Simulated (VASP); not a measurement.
## Be2B3 (a cell with a defect): single point with PBEsol+D4

Crystal: Be2B3 (a cell with a defect).

```
Be B
1.0
     2.92969    0.00000    0.00000
    -1.46484    2.53719    0.00000
     0.00000    0.00000    5.75467
Be B
2 3
Direct
  0.00000 0.00000 0.00000
  0.00000 0.00000 0.50000
  0.33333 0.66667 0.25000
  0.33333 0.66667 0.75000
  0.66667 0.33333 0.75000
```

```
Program                : VASP 6.6.1
Task                   : single point
Functional             : PBEsol
Dispersion             : D4
Potentials or basis    : VASP PAW PBE potentials, release 64 (Be, B)
Cutoff                 : 520 eV
k mesh                 : 2 × 2 × 1
Occupations            : fermi-dirac, width 0.1 eV
Spin                   : no spin polarisation
Dipole correction      : no
Further INCAR settings : ALGO = Normal; EDIFF = 1e-06; NBANDS = 14
```

```yaml
Pressure: -18.3 GPa
Largest_force: 0.168 eV/Å
Dispersion_energy_per_atom: -0.105 eV
```

Forces on the atoms (eV/Å):
```
Be   0.000  0.000  0.168
Be   0.000  0.000 -0.168
B    0.000  0.000  0.000
B    0.000  0.000  0.000
B    0.000  0.000  0.000
```

Stress tensor (GPa, compression positive):
```
-24.42   0.00   0.00
  0.00 -24.42   0.00
  0.00   0.00  -6.11
```

Levels at points of the mesh, in eV from the Fermi level:
| k point | band 3 | band 4 | band 5 | band 6 | band 7 | band 8 | band 9 | band 10 |
| --- | --- | --- | --- | --- | --- | --- | --- | --- |
| (0.00, 0.00, 0.00) | -7.83 | -0.44 | 0.00 | 0.00 | 3.83 | 3.83 | 5.57 | 5.57 |
| (0.50, 0.00, 0.00) | -5.21 | -4.54 | -4.18 | -3.37 | -1.09 | 2.18 | 3.39 | 4.64 |

Run time: 3.4 s on 1 thread of Intel(R) Xeon(R) 6975P-C (Granite Rapids), with other jobs on the host, peak memory 0.15 GiB.

Caveat: the k points lie up to 1.24 Å⁻¹ apart; the PAW data sets were made with another functional, which shifts forces and pressure a little.
